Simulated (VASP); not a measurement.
Write the native input for VASP 6.6.1 that does the following.

| Property | Result |
| --- | --- |
| Task | relaxation of cell and atoms |
| Functional | PBEsol |
| Potentials or basis | VASP PAW PBE potentials, release 64 (Pt) |
| Cutoff | 600 eV |
| k mesh | 12 × 12 × 12 |
| Occupations | fermi-dirac, width 0.05 eV |
| Spin | no spin polarisation |
| Target pressure | 20 GPa |
| Dipole correction | no |
| Further INCAR settings | ALGO = Normal; EDIFF = 1e-06; IBRION = 2; EDIFFG = -0.005; NSW = 80; ISIF = 3 |

The structure of Pt lies in POSCAR:

```
Pt
1.0
   -1.5842200000      1.5842200000      1.5842200000
    1.5842200000     -1.5842200000      1.5842200000
    1.5842200000      1.5842200000     -1.5842200000
Pt
1
Direct
    0.0000000000      0.0000000000      0.0000000000
```

One way to write it, as run:

INCAR

```
SYSTEM = Pt
PREC     = Accurate       ! precision mode
ENCUT    = 600            ! plane-wave cutoff, eV
EDIFF    = 1E-6           ! SCF threshold, eV
ISMEAR   = -1             ! smearing method
SIGMA    = 0.05           ! smearing width, eV
LREAL    = .FALSE.        ! projectors in reciprocal space
LASPH    = .TRUE.         ! aspherical terms in the spheres
NELM     = 60             ! most SCF steps
ALGO     = Normal         ! electronic algorithm
ISIF     = 3              ! what is computed and relaxed
LWAVE    = .FALSE.        ! write WAVECAR
LCHARG   = .FALSE.        ! write CHGCAR
GGA      = PS             ! functional
IBRION   = 2              ! ionic algorithm
NSW      = 80             ! ionic steps
EDIFFG   = -0.005         ! ionic threshold
PSTRESS  = 200.0
```

KPOINTS

```
Automatic mesh
0
G
  12 12 12
  0 0 0
```

Potentials or basis: VASP PAW PBE potentials, release 64 (Pt).

The run is started by

```sh
$ cat potpaw_PBE.64/Pt/POTCAR > POTCAR
$ mpirun -np 1 vasp_std > vasp.out
```

Results of the run:

```yaml
Relaxed_volume: 14.28 Å³/atom
Relaxed_cell: a = 2.647 Å, b = 2.647 Å, c = 2.647 Å, α = 109.47°, β = 109.47°, γ = 109.47°
Space_group_after_relaxing_to_0.05_Å: Im-3m (No. 229)
Energy_change_on_relaxing_the_enthalpy_is_what_falls: +25.6 meV/atom
Ionic_steps: 5
Pressure_after_relaxing: 20.0 GPa
Band_gap_on_the_k_mesh: zero (band 5 reaches 13.17 eV, above the bottom of band 6 at 10.57 eV)
```

Caveat: the cell is relaxed towards a set pressure, so the enthalpy falls and the energy may rise; the PAW data sets were made with another functional, which shifts forces and pressure a little; spin-orbit coupling is left out, which moves the levels of the heavy elements.

Run time: 16 s on 1 thread of Intel(R) Xeon(R) 6975P-C (Granite Rapids), on a shared host, peak memory 0.15 GiB.
